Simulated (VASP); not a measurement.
The system is TaN.

```xyz
2
Lattice="2.9063 0.0000 0.0000 -1.4532 2.5169 0.0000 0.0000 0.0000 2.8521" Properties=species:S:1:pos:R:3 pbc="T T T"
Ta    0.0000    1.6780    1.4261
N     0.0000    0.0000    0.0000
```

Base run:

* Program: VASP 6.6.1
* Functional: LDA
* Potentials or basis: VASP PAW LDA potentials, release 64 (Ta_sv_GW, N)
* Cutoff: 700 eV
* k mesh: 12 × 12 × 8
* Occupations: fermi-dirac, width 0.02 eV
* Spin: no spin polarisation

Its results: band gap on the k mesh zero (bands 9 and 10 overlap by 0.27 eV); pressure 1.2 GPa.

The run is repeated on the same cell with these changes: potentials or basis from VASP PAW LDA potentials, release 64 (Ta_sv_GW, N) to VASP PAW LDA potentials, release 64 (Ta_pv, N); cutoff from 700 eV to 520 eV; further incar settings from ALGO = Normal; EDIFF = 1e-06; NBANDS = 16 to ALGO = Normal; EDIFF = 1e-06; NBANDS = 15; valence electrons from 18 to 16. What comes out?

Band gap on the k mesh zero (bands 8 and 9 overlap by 0.28 eV); pressure 2.0 GPa.

Caveats: spin-orbit coupling is left out, which moves the levels of the heavy elements.
